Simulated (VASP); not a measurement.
SiO2: electric field gradients with PBEsol

Crystal: SiO2.

```
Si O
1.0
     4.18010    0.00000    0.00000
     0.00000    4.18010    0.00000
     0.00000    0.00000    2.66780
Si O
2 4
Direct
  0.00000 0.00000 0.00000
  0.50000 0.50000 0.50000
  0.30670 0.30670 0.00000
  0.19330 0.80670 0.50000
  0.69330 0.69330 0.00000
  0.80670 0.19330 0.50000
```

- Program: VASP 6.6.1
- Task: electric field gradients
- Functional: PBEsol
- Potentials or basis: VASP PAW PBE potentials, release 64 (Si, O)
- Cutoff: 520 eV
- k mesh: 6 × 6 × 9
- Occupations: fermi-dirac, width 0.03 eV
- Spin: no spin polarisation
- Dipole correction: no
- Further INCAR settings: ALGO = Normal; EDIFF = 1e-08; NBANDS = 25

| Item | Value |
| --- | --- |
| Pressure | 4.7 GPa |
| Largest force | 0.234 eV/Å |
| Band gap on the k mesh | 5.58 eV, direct |

Forces on the atoms (eV/Å):
```
Si   0.000  0.000  0.000
Si   0.000  0.000  0.000
O   -0.166 -0.166  0.000
O    0.166 -0.166  0.000
O    0.166  0.166  0.000
O   -0.166  0.166  0.000
```

Stress tensor (GPa, compression positive):
```
4.14 0.00 0.00
0.00 4.14 0.00
0.00 0.00 5.70
```

Levels at points of the mesh, in eV from the valence-band top:
```
           k point  band 14  band 15  band 16  band 17  band 18  band 19
(0.00, 0.00, 0.00)    -0.88    -0.88     0.00     5.58     6.51     8.36
(0.50, 0.00, 0.00)    -2.72    -1.09    -1.09     7.65     7.65     8.92
(0.50, 0.50, 0.00)    -2.67    -2.30    -2.30     7.31     7.31     9.91
```

Electric field gradients, principal values (V/Å²):
| atom | least | middle | greatest (by size) |
| --- | --- | --- | --- |
| 1 Si | -3.997 | -18.431 | 22.428 |
| 2 Si | -3.997 | -18.431 | 22.428 |
| 3 O | 46.512 | 60.243 | -106.755 |
| 4 O | 46.512 | 60.243 | -106.755 |
| 5 O | 46.512 | 60.243 | -106.755 |
| 6 O | 46.512 | 60.243 | -106.755 |

Wall time 39 s on 1 thread of Intel(R) Xeon(R) Platinum 8259CL CPU @ 2.50GHz (Skylake/Cascade Lake) (shared host), peak memory 0.17 GiB.

Caveat: without QUAD_EFG the Cq values of the log hold for a quadrupole moment of 1 mb, not for the nuclei; the PAW data sets were made with another functional, which shifts forces and pressure a little. PBEsol gaps usually lie below the measured ones, often by a third to a half.
